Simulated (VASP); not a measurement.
# Hf2N (Pnnm) in VASP: notebook

Hf2N is run at these levels: LDA; tasks: single point.

Everything below comes from runs of VASP 6.6.1. Logs are shortened: lines on timing, memory, paths and dates and some standing lists are left out, and cuts for length are marked.

**1. The cell of the first run**

The structure is orthorhombic, space group Pnnm (No. 58). Conventional cell: a = 4.885 Å, b = 5.252 Å, c = 3.201 Å, α = 90.00°, β = 90.00°, γ = 90.00°. Hf (site symmetry m) has 3 N at 2.11 to 2.18 Å within 2.8 Å. N (site symmetry 2/m) has 6 Hf at 2.11 to 2.18 Å within 2.8 Å.

**2. Single point, LDA (mode 4 frozen in at +0.102 Å, normal strain along x -0.0700)**

INCAR reads:

```
ALGO = Normal
EDIFF = 1E-6
ENCUT = 520
GGA = CA
ISIF = 2
ISMEAR = 0
LASPH = True
LCHARG = False
LREAL = False
LWAVE = False
NBANDS = 34
NELM = 100
PREC = Accurate
SIGMA = 0.15
```

KPOINTS reads:

```
k-points
0
Gamma
  8 8 12
```

POSCAR reads:

```
Hf2N
1.0
    4.8845074885      0.0000000000      0.0000000000
    0.0000000000      5.2521585898      0.0000000000
    0.0000000000      0.0000000000      3.2005839592
Hf N
4 2
Direct
    0.3092031779      0.2816036895      0.0000000000
    0.6907968221      0.7183963105      0.0000000000
    0.8092031779      0.2183963105      0.5000000000
    0.1907968221      0.7816036895      0.5000000000
    0.0000000000      0.0000000000      0.0000000000
    0.5000000000      0.5000000000      0.5000000000
```

Potentials or basis: VASP PAW LDA potentials, release 64 (Hf_pv, N).

The run is started by

```sh
cat potpaw_LDA.64/Hf_pv/POTCAR potpaw_LDA.64/N/POTCAR > POTCAR
mpirun -np 1 vasp_std > vasp.out
```

OUTCAR:

```text
EDIFF = 1E-6
   ENCUT = 520
   GGA = CA
   ISIF = 2
   ISMEAR = 0
   LASPH = True
   LREAL = False
   NELM = 100
   PREC = Accurate

 ion  position               nearest neighbor table
   1  0.309  0.282  0.000-   5 2.11   6 2.18   6 2.18   3 2.94   3 2.94   3 2.94   3 2.94   2 2.96
                             4 3.13   4 3.13   4 3.13   4 3.13   2 3.50   2 3.79
   2  0.691  0.718  0.000-   5 2.11   6 2.18   6 2.18   4 2.94   4 2.94   4 2.94   4 2.94   1 2.96
                             3 3.13   3 3.13   3 3.13   3 3.13   1 3.50   1 3.79
   3  0.809  0.218  0.500-   6 2.11   5 2.18   5 2.18   1 2.94   1 2.94   1 2.94   1 2.94   4 2.96
                             2 3.13   2 3.13   2 3.13   2 3.13   4 3.50   4 3.79
   4  0.191  0.782  0.500-   6 2.11   5 2.18   5 2.18   2 2.94   2 2.94   2 2.94   2 2.94   3 2.96
                             1 3.13   1 3.13   1 3.13   1 3.13   3 3.50   3 3.79
   5  0.000  0.000  0.000-   1 2.11   2 2.11   3 2.18   4 2.18   3 2.18   4 2.18
   6  0.500  0.500  0.500-   3 2.11   4 2.11   1 2.18   2 2.18   1 2.18   2 2.18

  LATTYP: Found a simple orthorhombic cell.
 ALAT       =     3.2005839592
 B/A-ratio  =     1.5261300909
 C/A-ratio  =     1.6410000977

  Lattice vectors:

 A1 = (   0.0000000000,   0.0000000000,   3.2005839592)
 A2 = (   4.8845074885,   0.0000000000,   0.0000000000)
 A3 = (   0.0000000000,   5.2521585898,   0.0000000000)

Analysis of symmetry for initial positions (statically):
=====================================================================
 Subroutine PRICEL returns:
 Original cell was already a primitive cell.

 Routine SETGRP: Setting up the symmetry group for a
 simple orthorhombic supercell.

 Subroutine GETGRP returns: Found  8 space group operations
 (whereof  4 operations were pure point group operations)
 out of a pool of  8 trial point group operations.

The static configuration has the point symmetry C_2h.
 The point group associated with its full space group is D_2h.

Analysis of symmetry for dynamics (positions and initial velocities):
=====================================================================
 Subroutine PRICEL returns:
 Original cell was already a primitive cell.

 Routine SETGRP: Setting up the symmetry group for a
 simple orthorhombic supercell.

 Subroutine GETGRP returns: Found  8 space group operations
 (whereof  4 operations were pure point group operations)
 out of a pool of  8 trial point group operations.

The dynamic configuration has the point symmetry C_2h.
 The point group associated with its full space group is D_2h.

 Subroutine INISYM returns: Found  8 space group operations
 (whereof  4 operations are pure point group operations),
 and found     1 'primitive' translations

----------------------------------------------------------------------------------------

                                     Primitive cell

  volume of cell :      82.1084

  direct lattice vectors                    reciprocal lattice vectors
     4.884507488  0.000000000  0.000000000     0.204728932  0.000000000  0.000000000
     0.000000000  5.252158590  0.000000000     0.000000000  0.190397906  0.000000000
     0.000000000  0.000000000  3.200583959     0.000000000  0.000000000  0.312442983

  length of vectors
     4.884507488  5.252158590  3.200583959     0.204728932  0.190397906  0.312442983

  position of ions in fractional coordinates (direct lattice)
     0.309203178  0.281603690  0.000000000
     0.690796822  0.718396310  0.000000000
     0.809203178  0.218396310  0.500000000
     0.190796822  0.781603690  0.500000000
     0.000000000  0.000000000  0.000000000
     0.500000000  0.500000000  0.500000000

  ion indices of the primitive-cell ions
   primitive index   ion index
                 1           1
                 2           2
                 3           3
                 4           4
                 5           5
                 6           6

----------------------------------------------------------------------------------------

 KPOINTS: k-points

Automatic generation of k-mesh.
 Grid dimensions read from file:
 generate k-points for:    8    8   12

 Generating k-lattice:

  Cartesian coordinates                     Fractional coordinates (reciprocal lattice)
     0.025591116  0.000000000  0.000000000     0.125000000  0.000000000  0.000000000
     0.000000000  0.023799738  0.000000000     0.000000000  0.125000000  0.000000000
     0.000000000  0.000000000  0.026036915     0.000000000  0.000000000  0.083333333

  Length of vectors
     0.025591116  0.023799738  0.026036915

  Shift w.r.t. Gamma in fractional coordinates (k-lattice)
     0.000000000  0.000000000  0.000000000

 Subroutine IBZKPT returns following result:
 ===========================================

 Found    175 irreducible k-points:

 Following reciprocal coordinates:
            Coordinates               Weight
  0.000000  0.000000  0.000000      1.000000
  0.125000  0.000000  0.000000      2.000000
  0.250000  0.000000  0.000000      2.000000
  0.375000  0.000000  0.000000      2.000000
  0.500000  0.000000  0.000000      1.000000
  0.000000  0.125000  0.000000      2.000000
[... 16 lines left out ...]
  0.250000  0.500000  0.000000      2.000000
  0.375000  0.500000  0.000000      2.000000
 [... further k-points ...]
   k-points           NKPTS =    175   k-points in BZ     NKDIM =    175   number of bands    NBANDS=     34
   number of dos      NEDOS =    301   number of ions     NIONS =      6
   total plane-waves  NPLWV =  34560
   dimension x,y,z NGX =    36 NGY =   40 NGZ =   24
   dimension x,y,z NGXF=    72 NGYF=   80 NGZF=   48
   ions per type =               4   2
   NGX,Y,Z   is equivalent  to a cutoff of  12.25, 12.66, 12.47 a.u.
   NGXF,Y,Z  is equivalent  to a cutoff of  24.51, 25.32, 24.93 a.u.
 SYSTEM =  unknown system
   PREC   = accura    normal or accurate (medium, high low for compatibility)
   ISTART =      0    job   : 0-new  1-cont  2-samecut
   ICHARG =      2    charge: 1-file 2-atom 10-const
   ISPIN  =      1    spin polarized calculation?
   LNONCOLLINEAR =      F non collinear calculations
   LSORBIT =      F    spin-orbit coupling
   LASPH  =      T    aspherical Exc in radial PAW
   ENCUT  =  520.0 eV  38.22 Ry    6.18 a.u.   9.08  9.77  5.95*2*pi/ulx,y,z
   NELM   =    100;   NELMIN=  2; NELMDL= -5     # of ELM steps
   EDIFF  = 0.1E-05   stopping-criterion for ELM
   LREAL  =      F    real-space projection
   EDIFFG = 0.1E-04   stopping-criterion for IOM
   NSW    =      0    number of steps for IOM
   IBRION =     -1    ionic relax: 0-MD 1-quasi-New 2-CG
   NFREE  =      0    steps in history (QN), initial steepest desc. (CG)
   ISIF   =      2    stress and relaxation
   ISYM   =      2    0-nonsym 1-usesym 2-fastsym
   POTIM  = 0.5000    time-step for ionic-motion
   TEBEG  =    0.0;   TEEND  =   0.0 temperature during run
   PSTRESS=    0.0 pullay stress
   NELECT =      50.0000    total number of electrons
   NUPDOWN=      -1.0000    fix difference up-down
   EMIN   =  10.00;   EMAX   =-10.00  energy-range for DOS
   EFERMI =   0.00;   METHOD = LEGACY
   ISMEAR =     0;   SIGMA  =   0.15  broadening in eV -4-tet -1-fermi 0-gaus
   EFERMI_NEDOS =   21; number of points for ismear=-14 and -15
   IALGO  =     38    algorithm
   IMIX   =      4    mixing-type and parameters
     AMIX     =   0.40;   BMIX     =  1.00
     AMIX_MAG =   1.60;   BMIX_MAG =  1.00
  volume/ion in A,a.u.               =      13.68        92.35
  Fermi-wavevector in a.u.,A,eV,Ry     =   1.387615  2.622212 26.197671  1.925475
  Thomas-Fermi vector in A             =   2.511819
   LORBIT       =      0    0 simple, 1 ext, 2 COOP (PROOUT), +10 PAW based schemes
   GGA     = CA    functional components
   LHFCALC =     F    Hartree Fock is set to
   AEXX    =    0.0000 exact exchange contribution
   IVDW    =     0    specifies the selected vdW correction
   LEPSILON=     F    determine dielectric tensor
   LRPA    =     F    only Hartree local field effects (RPA)
 non-spin polarized calculation
 Gauss-broadening in eV      SIGMA  =   0.15
  energy-cutoff  :      520.00
  volume of cell :       82.11
 maximum number of plane-waves:      2232
   NGX = 19   NGY = 19   NGZ = 11

 number of electron      50.0000005 magnetization

 Free energy of the ion-electron system (eV)
  ---------------------------------------------------
  ext. energy  EPLUGINS =         0.00000000
  ---------------------------------------------------
  free energy    TOTEN  =       -68.93517806 eV

  energy without entropy =      -68.90829126  energy(sigma->0) =      -68.92173466

 E-fermi :   6.6644     XC(G=0): -12.7204

 val. band max:        6.6632355910   @ k =   0.2500   0.2500   0.2500
 cond. band min:       6.6669303432   @ k =   0.3750   0.5000   0.1667
 fundamental gap:      0.0036947521
 Fermi energy:         6.6644320110

 k-point     1 :       0.0000    0.0000    0.0000
  band No.  band energies     occupation
      1     -24.4485      2.00000
      2     -23.7807      2.00000
      3     -23.6945      2.00000
      4     -23.3958      2.00000
      5     -23.3825      2.00000
      6     -23.0910      2.00000
[... 26 lines left out ...]
     33      10.5101      0.00000
     34      10.7464      0.00000

 k-point     2 :       0.1250    0.0000    0.0000
  band No.  band energies     occupation
      1     -24.4085      2.00000
      2     -23.7557      2.00000
      3     -23.6525      2.00000
      4     -23.4517      2.00000
      5     -23.3655      2.00000
      6     -23.0785      2.00000
[... 26 lines left out ...]
     33      10.7137      0.00000
     34      10.7612      0.00000
[... 775 lines left out ...]
     33      10.5399      0.00000
     34      10.5399      0.00000

 k-point    24 :       0.3750    0.5000    0.0000
  band No.  band energies     occupation
      1     -23.8646      2.00000
      2     -23.8646      2.00000
      3     -23.3971      2.00000
      4     -23.3971      2.00000
      5     -23.1278      2.00000
      6     -23.1278      2.00000
[... 26 lines left out ...]
     33      10.5140      0.00000
     34      10.5140      0.00000

 [... further k-points ...]

------------------------ aborting loop because EDIFF is reached ----------------------------------------

  FORCE on cell =-STRESS in cart. coord.  units (eV):
  Direction    XX          YY          ZZ          XY          YZ          ZX
  --------------------------------------------------------------------------------------
  -------------------------------------------------------------------------------------
  Total       17.0231984      6.0149418      5.0749934     -0.0000000      0.0000000      0.0000000
  in kB      332.1726786    117.3692097     99.0280509     -0.0000000      0.0000000      0.0000000
  external PRESSURE =     182.8566464 kB  Pullay stress =       0.0000000 kB

 VOLUME and BASIS-vectors are now :
 -----------------------------------------------------------------------------
  energy-cutoff  :      520.00
  volume of cell :       82.11
      direct lattice vectors                 reciprocal lattice vectors
     4.884507488  0.000000000  0.000000000     0.204728932  0.000000000  0.000000000
     0.000000000  5.252158590  0.000000000     0.000000000  0.190397906  0.000000000
     0.000000000  0.000000000  3.200583959     0.000000000  0.000000000  0.312442983

 POSITION                                       TOTAL-FORCE (eV/Angst)
 -----------------------------------------------------------------------------------
      1.51031      1.47903      0.00000        -0.231617      0.270574      0.000000
      3.37420      3.77313      0.00000         0.231617     -0.270574     -0.000000
      3.95256      1.14705      1.60029        -0.231617     -0.270574      0.000000
      0.93195      4.10511      1.60029         0.231617      0.270574     -0.000000
      0.00000      0.00000      0.00000         0.000000      0.000000      0.000000
      2.44225      2.62608      1.60029         0.000000      0.000000      0.000000
 -----------------------------------------------------------------------------------
    total drift:                               -0.000000      0.000000      0.000000

  FREE ENERGIE OF THE ION-ELECTRON SYSTEM (eV)
  ---------------------------------------------------
  free  energy   TOTEN  =       -68.9351780590 eV

  energy  without entropy=      -68.9082912559  energy(sigma->0) =      -68.92173466
```

It took 3 min on 1 thread of Intel Xeon Platinum 8488C (Sapphire Rapids), shared host; peak memory 0.44 GiB.

Results:

* Free energy: -68.9352 eV
* Pressure: 18.3 GPa
* Largest force: 0.356 eV/Å
* Band gap on the k mesh: zero (band 25 reaches 8.18 eV, above the bottom of band 26 at 5.47 eV)

Forces on the atoms (eV/Å):
```
Hf  -0.232  0.271  0.000
Hf   0.232 -0.271  0.000
Hf  -0.232 -0.271  0.000
Hf   0.232  0.271  0.000
N    0.000  0.000  0.000
N    0.000  0.000  0.000
```

Caveat: the cell differs from its parent crystal (mode 4 frozen in at +0.102 Å, normal strain along x -0.0700); spin-orbit coupling is left out, which moves the levels of the heavy elements.

**3. Single point, LDA (mode 4 frozen in at -0.102 Å, normal strain along x -0.0700)**

INCAR reads:

```
SYSTEM = Hf2N
PREC = Accurate
ENCUT = 520
EDIFF = 1E-7
ISMEAR = 0
SIGMA = 0.15
LREAL = .False.
LASPH = .True.
NELM = 80
ALGO = Normal
ISIF = 2
LWAVE = .False.
LCHARG = .True.
LELF = .True.
LVHAR = .True.
NBANDS = 34
```

KPOINTS reads:

```
Automatic mesh
0
Gamma
  8 8 12
  0 0 0
```

POSCAR reads:

```
Hf2N
1.0
    4.8845074885      0.0000000000      0.0000000000
    0.0000000000      5.2521585898      0.0000000000
    0.0000000000      0.0000000000      3.2005839592
Hf N
4 2
Direct
    0.2816036895      0.3092031779      0.0000000000
    0.7183963105      0.6907968221      0.0000000000
    0.7816036895      0.1907968221      0.5000000000
    0.2183963105      0.8092031779      0.5000000000
    0.0000000000      0.0000000000      0.0000000000
    0.5000000000      0.5000000000      0.5000000000
```

Potentials or basis: VASP PAW LDA potentials, release 64 (Hf_pv, N).

The run is started by

```sh
cat potpaw_LDA.64/Hf_pv/POTCAR potpaw_LDA.64/N/POTCAR > POTCAR
mpirun -np 1 vasp_std > vasp.out
```

Run time: 3 min. Hardware: 1 thread of Intel Xeon Platinum 8488C (Sapphire Rapids), shared host; peak memory 0.44 GiB.

The run converged. Its results:

- Free energy: -69.1696 eV
- Pressure: 17.8 GPa
- Largest force: 0.302 eV/Å
- Band gap on the k mesh: zero (band 25 reaches 8.29 eV, above the bottom of band 26 at 5.52 eV)

Forces in eV/Å, atoms in the order of the input:
```
Hf  -0.296  0.059  0.000
Hf   0.296 -0.059  0.000
Hf  -0.296 -0.059  0.000
Hf   0.296  0.059  0.000
N    0.000  0.000  0.000
N    0.000  0.000  0.000
```

Stress tensor (GPa, compression positive):
```
26.56  0.00  0.00
 0.00 17.13  0.00
 0.00  0.00  9.80
```

Levels at points of the mesh, in eV from the Fermi level:
| k point | band 22 | band 23 | band 24 | band 25 | band 26 | band 27 | band 28 | band 29 | band 30 | band 31 |
| --- | --- | --- | --- | --- | --- | --- | --- | --- | --- | --- |
| (0.00, 0.00, 0.00) | -2.31 | 0.45 | 0.70 | 1.09 | 1.11 | 1.41 | 1.54 | 1.73 | 1.83 | 2.75 |
| (0.50, 0.00, 0.00) | -2.18 | -0.93 | -0.93 | 1.65 | 1.65 | 1.77 | 1.77 | 1.97 | 1.97 | 4.33 |
| (0.00, 0.50, 0.00) | -2.69 | -1.26 | -1.26 | 1.44 | 1.44 | 1.69 | 1.69 | 3.12 | 3.12 | 3.78 |
| (0.50, 0.50, 0.00) | -1.73 | -1.38 | -1.38 | 1.24 | 1.24 | 1.27 | 1.27 | 1.80 | 1.80 | 2.98 |
| (0.00, 0.00, 0.50) | -1.73 | -1.43 | -1.43 | -1.12 | -1.12 | 2.59 | 2.59 | 4.25 | 4.25 | 4.44 |
| (0.50, 0.00, 0.50) | -1.88 | -0.95 | -0.95 | -0.94 | -0.94 | 1.60 | 1.60 | 3.47 | 3.47 | 4.56 |
| (0.00, 0.50, 0.50) | -2.44 | -1.25 | -1.25 | -1.05 | -1.05 | 2.49 | 2.49 | 5.06 | 5.06 | 5.37 |
| (0.50, 0.50, 0.50) | -1.93 | -0.91 | -0.91 | -0.28 | -0.28 | 1.51 | 1.51 | 3.32 | 3.32 | 4.63 |

Caveat: the cell differs from its parent crystal (mode 4 frozen in at -0.102 Å, normal strain along x -0.0700); spin-orbit coupling is left out, which moves the levels of the heavy elements.

**4. Single point, LDA (mode 4 frozen in at -0.205 Å, normal strain along x +0.0000)**

INCAR reads:

```
SYSTEM = Hf2N
  PREC = Accurate
  ENCUT = 520
  EDIFF = 1E-6
  ISMEAR = 0
  SIGMA = 0.15
  LREAL = .False.
  LASPH = .True.
  NELM = 80
  ALGO = Normal
  ISIF = 2
  LWAVE = .False.
  LCHARG = .True.
  LELF = .True.
  LVHAR = .True.
  NBANDS = 34
```

KPOINTS is that of step 3.

POSCAR reads:

```
Hf2N
1.0
    5.2521585898      0.0000000000      0.0000000000
    0.0000000000      5.2521585898      0.0000000000
    0.0000000000      0.0000000000      3.2005839592
Hf N
4 2
Direct
    0.2678039453      0.3230029221      0.0000000000
    0.7321960547      0.6769970779      0.0000000000
    0.7678039453      0.1769970779      0.5000000000
    0.2321960547      0.8230029221      0.5000000000
    0.0000000000      0.0000000000      0.0000000000
    0.5000000000      0.5000000000      0.5000000000
```

The run is started by

```sh
cat potpaw_LDA.64/Hf_pv/POTCAR potpaw_LDA.64/N/POTCAR > POTCAR
mpirun -np 1 vasp_std > vasp.out
```

It took 2.4 min on 1 thread of Intel Xeon 6975P-C (Granite Rapids), shared host; peak memory 0.47 GiB.

The run converged. Its results:

```
Free energy            : -69.5338 eV
Pressure               : -1.1 GPa
Largest force          : 0.312 eV/Å
Band gap on the k mesh : zero (band 25 reaches 7.49 eV, above the bottom of band 26 at 5.08 eV)
```

Forces on the atoms (eV/Å):
```
Hf   0.288 -0.119  0.000
Hf  -0.288  0.119  0.000
Hf   0.288  0.119  0.000
Hf  -0.288 -0.119  0.000
N    0.000  0.000  0.000
N    0.000  0.000  0.000
```

Stress tensor (GPa, compression positive):
```
-5.89  0.00  0.00
 0.00  5.32  0.00
 0.00  0.00 -2.59
```

Levels at points of the mesh, in eV from the Fermi level:
```
           k point  band 22  band 23  band 24  band 25  band 26  band 27  band 28  band 29
(0.00, 0.00, 0.00)    -2.16     0.12     0.69     0.73     1.05     1.38     1.44     1.90
(0.50, 0.00, 0.00)    -2.27    -1.02    -1.02     1.46     1.46     1.63     1.63     1.90
(0.00, 0.50, 0.00)    -2.48    -0.96    -0.96     0.99     0.99     2.28     2.28     2.45
(0.50, 0.50, 0.00)    -1.65    -1.34    -1.34     0.65     0.65     1.21     1.21     2.13
(0.00, 0.00, 0.50)    -1.57    -1.19    -1.19    -0.94    -0.94     2.55     2.55     3.75
(0.50, 0.00, 0.50)    -1.42    -0.93    -0.93    -0.74    -0.74     1.27     1.27     2.48
(0.00, 0.50, 0.50)    -2.39    -1.23    -1.23    -0.81    -0.81     2.59     2.59     4.36
(0.50, 0.50, 0.50)    -1.79    -1.10    -1.10    -0.14    -0.14     1.80     1.80     2.88
```

Caveat: the cell differs from its parent crystal (mode 4 frozen in at -0.205 Å, normal strain along x +0.0000); spin-orbit coupling is left out, which moves the levels of the heavy elements.

(Part 1 of 2 ends here.)
